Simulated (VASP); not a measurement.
Here is a VASP 6.6.1 calculation.

File INCAR:

```
SYSTEM = Ti
PREC = Accurate
ENCUT = 520
EDIFF = 1E-7
ISMEAR = 0
SIGMA = 0.1
LREAL = .FALSE.
LASPH = .TRUE.
NELM = 80
ALGO = Fast
ISIF = 2
LWAVE = .FALSE.
LCHARG = .FALSE.
GGA = PS
NBANDS = 12
```

The input KPOINTS:

```
Automatic mesh
0
G
  18 18 18
  0 0 0
```

File POSCAR:

```
Ti
1.0
   -1.6410000000      1.6410000000      1.6410000000
    1.6410000000     -1.6410000000      1.6410000000
    1.6410000000      1.6410000000     -1.6410000000
Ti
1
Direct
    0.0000000000      0.0000000000      0.0000000000
```

Potentials or basis: VASP PAW PBE potentials, release 64 (Ti_sv).

Run with:

```bash
$ cat potpaw_PBE.64/Ti_sv/POTCAR > POTCAR
$ mpirun -np 1 vasp_std > vasp.out
```

Question: Predict the band gap on the k mesh.

Answer: Zero (band 6 reaches 8.74 eV, above the bottom of band 7 at 7.18 eV).

Question: Estimate the pressure.

Answer: -6.9 GPa.

Caveat: the PAW data sets were made with another functional, which shifts forces and pressure a little.
